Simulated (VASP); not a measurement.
Runs of VASP 6.6.1 on SiO2. The structure is that of space group Fddd (No. 70), or close to it. The cells are those of the table. 

```csv
level,potentials or basis,cell,k mesh,gap on the mesh (eV),pressure (GPa),largest force (eV/Å)
PBE,"VASP PAW PBE potentials, release 64 (Si, O)","a = 8.744, b = 7.732, c = 5.274 Å, angles 82.2, 61.2, 36.7°, 12 atoms",4 × 4 × 4,5.78,5.1,0.37
PBE,"VASP PAW PBE potentials, release 64 (Si, O)","a = 8.823, b = 7.800, c = 5.323 Å, angles 82.2, 61.1, 36.7°, 12 atoms",6 × 6 × 6,5.60,0.1,0.04
PBE,"VASP PAW PBE potentials, release 64 (Si, O)","a = 8.744, b = 7.732, c = 5.274 Å, angles 82.2, 61.2, 36.7°, 12 atoms",3 × 3 × 3,5.78,5.1,0.37
LDA,"VASP PAW LDA potentials, release 64 (Si, O)","a = 8.717, b = 7.708, c = 5.252 Å, angles 82.2, 61.2, 36.7°, 12 atoms",7 × 7 × 7,5.60,0.6,0.04
PBEsol,"VASP PAW PBE potentials, release 64 (Si, O)","a = 8.778, b = 7.758, c = 5.297 Å, angles 82.2, 61.1, 36.7°, 12 atoms",6 × 6 × 6,(a),0.6,0.04
```

Alike in all rows: task single point; no spin polarisation; cutoff (eV) 520; smearing fermi-dirac 0.05 eV.

Question: Estimate the missing entries.

Answer: (a) 5.63.

Caveats: some runs use coarse meshes; the PAW data sets were made with another functional, which shifts forces and pressure a little (some runs).

A k mesh can miss the band edges.
